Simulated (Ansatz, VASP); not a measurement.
**Si2Mo: VASP beside Ansatz**

```
Si Mo
1.0
    -1.60000    1.60000    3.93050
     1.60000   -1.60000    3.93050
     1.60000    1.60000   -3.93050
Si Mo
2 1
Cartesian
  0.0000 0.0000 2.6177
  0.0000 0.0000 5.2433
  0.0000 0.0000 0.0000
```

Alike in both runs: task relaxation of cell and atoms; functional PBE; k mesh 18 × 18 × 18; occupations gaussian, width 0.1 eV; no spin polarisation.

|  | VASP | Ansatz |
| --- | --- | --- |
| version | VASP 6.6.1 | Ansatz 0.2.0 |
| potentials or method | VASP PAW PBE potentials, release 64 (Si, Mo_sv), cutoff 600 eV | scalar-relativistic, plane waves, PAW |
| valence electrons in the cell | 22 | 22 |

|  | VASP | Ansatz | Ansatz less VASP |
| --- | --- | --- | --- |
| gap on the k mesh at the Fermi level, each at its own relaxed structure (eV) | none | none | - |
| relaxed volume (Å³/atom) | 13.59 | 13.58 | -0.008 |
| relaxed cell length with the largest relative difference (Å) | 4.547 | 4.546 | -0.0007 |

A gap of «none» marks a metal or a gap that the smearing closes.
